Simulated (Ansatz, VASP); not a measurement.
MnO2 in VASP and in Ansatz

```
Mn O
1.0
     4.39830    0.00000    0.00000
     0.00000    4.39830    0.00000
     0.00000    0.00000    2.87300
Mn O
2 4
Direct
  0.00000 0.00000 0.00000
  0.50000 0.50000 0.50000
  0.30515 0.30515 0.00000
  0.19485 0.80515 0.50000
  0.69485 0.69485 0.00000
  0.80515 0.19485 0.50000
```

Alike in both runs: task single point; functional r2SCAN; k mesh 6 × 6 × 10; occupations fermi-dirac, width 0.05 eV; no spin polarisation.

|  | VASP | Ansatz |
| --- | --- | --- |
| version | VASP 6.6.1 | Ansatz 0.2.0 |
| potentials or method | VASP PAW PBE potentials, release 64 (Mn_sv, O), cutoff 770 eV | PAW plane waves |
| valence electrons in the cell | 54 | 54 |

|  | VASP | Ansatz | Ansatz less VASP |
| --- | --- | --- | --- |
| pressure (GPa) | -14.1 | -13.5 | +0.57 |
| traceless stress, the component that is largest in VASP (GPa) | -3.28 | -3.25 | +0.027 |
| rms of the force components (eV/Å) | 0.135 | 0.131 | -0.0036 |

VASP's potentials were made for PBE, not for r2SCAN. Atom by atom the forces differ by 0.004 eV/Å (rms over components). With one functional, cell and mesh, what is left measures potentials, basis and numerics.
